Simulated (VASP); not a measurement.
# Zn (R-3m) in VASP: single point with PBEsol

Aim: the single point of Zn with PBEsol.

All numbers are computed with VASP 6.6.1; they aren't measurements. Logs are shortened: lines on timing, memory, paths and dates and some standing lists are left out, and cuts for length are marked.

## Step 1: The cell of the first run

The structure is trigonal, space group R-3m (No. 166). Conventional cell: a = 3.253 Å, b = 3.253 Å, c = 6.301 Å, α = 90.00°, β = 90.00°, γ = 120.00°. Within 3.7 Å of Zn (site symmetry -3m) lie 12 Zn at 2.82 to 3.25 Å.

## Step 2: Single point, PBEsol (Hg replaced by Zn, lengths x 0.955, strained)

Input file INCAR:

```
ALGO = Normal ; EDIFF = 1E-6
ENCUT = 500 ; GGA = PS
GGA_COMPAT = F ; ISIF = 2
ISMEAR = 0 ; LASPH = T
LCHARG = F ; LREAL = F
LWAVE = F ; NBANDS = 12
NELM = 120 ; PREC = Accurate
SIGMA = 0.1
```

Input file KPOINTS:

```
k-points
0
Gamma
  9 9 9
```

Input file POSCAR:

```
Zn
1.0
    1.6265605826      0.9390951903      2.1004250782
   -1.6265605826      0.9390951903      2.1004250782
    0.0000000000     -1.8781903804      2.1004250782
Zn
1
Direct
    0.0000000000      0.0000000000      0.0000000000
```

Potentials or basis: VASP PAW PBE potentials, release 64 (Zn).

Run with:

```sh
cat potpaw_PBE.64/Zn/POTCAR > POTCAR
mpirun -np 1 vasp_std > vasp.out
```

OUTCAR:

```text
EDIFF = 1E-6
   ENCUT = 500
   GGA = PS
   ISIF = 2
   ISMEAR = 0
   LASPH = T
   LREAL = F
   NELM = 120
   PREC = Accurate

 ion  position               nearest neighbor table
   1  0.000  0.000  0.000-

  LATTYP: Found a trigonal (rhomboedric) cell.
 ALAT       =     2.8176913625
 COS(alpha) =     0.3335253405

  Lattice vectors:

 A1 = (   1.6265605826,   0.9390951903,   2.1004250782)
 A2 = (  -1.6265605826,   0.9390951903,   2.1004250782)
 A3 = (   0.0000000000,  -1.8781903804,   2.1004250782)

Analysis of symmetry for initial positions (statically):
=====================================================================
 Subroutine PRICEL returns:
 Original cell was already a primitive cell.

 Routine SETGRP: Setting up the symmetry group for a
 trigonal (rhombohedral) supercell.

 Subroutine GETGRP returns: Found 12 space group operations
 (whereof 12 operations were pure point group operations)
 out of a pool of 12 trial point group operations.

The static configuration has the point symmetry D_3d.

Analysis of symmetry for dynamics (positions and initial velocities):
=====================================================================
 Subroutine PRICEL returns:
 Original cell was already a primitive cell.

 Routine SETGRP: Setting up the symmetry group for a
 trigonal (rhombohedral) supercell.

 Subroutine GETGRP returns: Found 12 space group operations
 (whereof 12 operations were pure point group operations)
 out of a pool of 12 trial point group operations.

The dynamic configuration has the point symmetry D_3d.

 Subroutine INISYM returns: Found 12 space group operations
 (whereof 12 operations are pure point group operations),
 and found     1 'primitive' translations

----------------------------------------------------------------------------------------

                                     Primitive cell

  volume of cell :      19.2503

  direct lattice vectors                    reciprocal lattice vectors
     1.626560583  0.939095190  2.100425078     0.307397096  0.177475796  0.158698035
    -1.626560583  0.939095190  2.100425078    -0.307397096  0.177475796  0.158698035
     0.000000000 -1.878190380  2.100425078     0.000000000 -0.354951593  0.158698035

  length of vectors
     2.817691363  2.817691363  2.817691362     0.388813194  0.388813194  0.388813194

  position of ions in fractional coordinates (direct lattice)
     0.000000000  0.000000000  0.000000000

  ion indices of the primitive-cell ions
   primitive index   ion index
                 1           1

[... 78 lines left out ...]
   ISYM   =      2    0-nonsym 1-usesym 2-fastsym
   POTIM  = 0.5000    time-step for ionic-motion
   TEBEG  =    0.0;   TEEND  =   0.0 temperature during run
   PSTRESS=    0.0 pullay stress
   NELECT =      12.0000    total number of electrons
   NUPDOWN=      -1.0000    fix difference up-down
   EMIN   =  10.00;   EMAX   =-10.00  energy-range for DOS
   EFERMI =   0.00;   METHOD = LEGACY
   ISMEAR =     0;   SIGMA  =   0.10  broadening in eV -4-tet -1-fermi 0-gaus
   EFERMI_NEDOS =   21; number of points for ismear=-14 and -15
   IALGO  =     38    algorithm
   IMIX   =      4    mixing-type and parameters
     AMIX     =   0.40;   BMIX     =  1.00
     AMIX_MAG =   1.60;   BMIX_MAG =  1.00
  volume/ion in A,a.u.               =      19.25       129.91
  Fermi-wavevector in a.u.,A,eV,Ry     =   1.398479  2.642741 26.609489  1.955742
  Thomas-Fermi vector in A             =   2.521633
   LORBIT       =      0    0 simple, 1 ext, 2 COOP (PROOUT), +10 PAW based schemes
   GGA     = PS    functional components
   LHFCALC =     F    Hartree Fock is set to
   AEXX    =    0.0000 exact exchange contribution
   IVDW    =     0    specifies the selected vdW correction
   LEPSILON=     F    determine dielectric tensor
   LRPA    =     F    only Hartree local field effects (RPA)
 non-spin polarized calculation
 Gauss-broadening in eV      SIGMA  =   0.10
  energy-cutoff  :      500.00
  volume of cell :       19.25
 maximum number of plane-waves:       497
 NGX is ok and might be reduce to    24
   NGX = 11   NGY = 11   NGZ = 11

 number of electron      11.9999986 magnetization

 Free energy of the ion-electron system (eV)
  ---------------------------------------------------
  ext. energy  EPLUGINS =         0.00000000
  ---------------------------------------------------
  free energy    TOTEN  =        -1.33211460 eV

  energy without entropy =       -1.33008257  energy(sigma->0) =       -1.33109859

 E-fermi :   1.3891     XC(G=0): -10.5044

 val. band max:        1.3307458628   @ k =  -0.4444   0.4444   0.0000
 cond. band min:       1.4092857639   @ k =   0.4444   0.1111   0.0000
 fundamental gap:      0.0785399011
 Fermi energy:         1.3890789903

 k-point     1 :       0.0000    0.0000    0.0000
  band No.  band energies     occupation
      1      -7.2586      2.00000
      2      -5.9479      2.00000
      3      -5.9479      2.00000
      4      -5.4547      2.00000
      5      -5.4070      2.00000
      6      -5.4070      2.00000
      7      14.4615      0.00000
      8      14.4615      0.00000
      9      15.5760      0.00000
     10      17.6212      0.00000
     11      17.6212      0.00000
     12      19.8171      0.00000
[... 331 lines left out ...]
 k-point    24 :       0.4444    0.4444    0.0000
  band No.  band energies     occupation
      1      -6.1305      2.00000
      2      -6.0876      2.00000
      3      -5.3812      2.00000
      4      -5.3128      2.00000
      5      -5.1721      2.00000
      6      -0.1602      2.00000
      7       3.9508      0.00000
      8       6.4487      0.00000
      9       9.9961      0.00000
     10      12.0529      0.00000
     11      15.7309      0.00000
     12      28.8806      0.00000

 [... further k-points ...]
[... 5 lines left out ...]
  --------------------------------------------------------------------------------------
  -------------------------------------------------------------------------------------
  Total       -1.3994286     -1.3994286     -1.0711689     -0.0000000     -0.0000000      0.0000000
  in kB     -116.4724031   -116.4724031    -89.1518254     -0.0000000     -0.0000000      0.0000000
  external PRESSURE =    -107.3655439 kB  Pullay stress =       0.0000000 kB

 VOLUME and BASIS-vectors are now :
 -----------------------------------------------------------------------------
  energy-cutoff  :      500.00
  volume of cell :       19.25
      direct lattice vectors                 reciprocal lattice vectors
     1.626560583  0.939095190  2.100425078     0.307397096  0.177475796  0.158698035
    -1.626560583  0.939095190  2.100425078    -0.307397096  0.177475796  0.158698035
     0.000000000 -1.878190380  2.100425078     0.000000000 -0.354951593  0.158698035

 POSITION                                       TOTAL-FORCE (eV/Angst)
 -----------------------------------------------------------------------------------
      0.00000      0.00000      0.00000         0.000000     -0.000000      0.000000
 -----------------------------------------------------------------------------------
    total drift:                                0.000000      0.000000     -0.000000

  FREE ENERGIE OF THE ION-ELECTRON SYSTEM (eV)
  ---------------------------------------------------
  free  energy   TOTEN  =        -1.3321145973 eV

  energy  without entropy=       -1.3300825729  energy(sigma->0) =       -1.33109859
```

OSZICAR:

```text
N       E                     dE             d eps       ncg     rms          rms(c)
DAV:   1     0.424174052714E+02    0.42417E+02   -0.64095E+03  2080   0.141E+03
DAV:   2     0.533046955979E-03   -0.42417E+02   -0.39997E+02  2104   0.204E+02
DAV:   3    -0.141216748807E+01   -0.14127E+01   -0.14106E+01  2368   0.378E+01
DAV:   4    -0.141649709204E+01   -0.43296E-02   -0.43294E-02  2264   0.213E+00
DAV:   5    -0.141650142660E+01   -0.43346E-05   -0.43346E-05  2376   0.634E-02    0.178E+00
DAV:   6    -0.133720649661E+01    0.79295E-01   -0.42344E-01  2460   0.126E+01    0.144E+00
DAV:   7    -0.133377863035E+01    0.34279E-02   -0.82380E-03  2228   0.169E+00    0.719E-01
DAV:   8    -0.133210734319E+01    0.16713E-02   -0.11286E-03  2692   0.436E-01    0.356E-02
DAV:   9    -0.133211352292E+01   -0.61797E-05   -0.64455E-05  2808   0.103E-01    0.189E-02
DAV:  10    -0.133211466584E+01   -0.11429E-05   -0.36950E-06  2216   0.287E-02    0.110E-03
DAV:  11    -0.133211459731E+01    0.68531E-07   -0.81498E-08  1180   0.502E-03
   1 F= -.13321146E+01 E0= -.13310986E+01  d E =-.203202E-02
```

It took 11 s on 1 thread of AMD EPYC 9R45 (Zen 5), shared host; peak memory 0.11 GiB.

What came out:

```
Free energy            : -1.3321 eV
Pressure               : -10.7 GPa
Band gap on the k mesh : zero (band 6 reaches 2.52 eV, above the bottom of band 7 at -0.44 eV)
```

Caveat: the cell differs from its parent crystal (Hg replaced by Zn, lengths x 0.955, strained); the PAW data sets were made with another functional, which shifts forces and pressure a little.
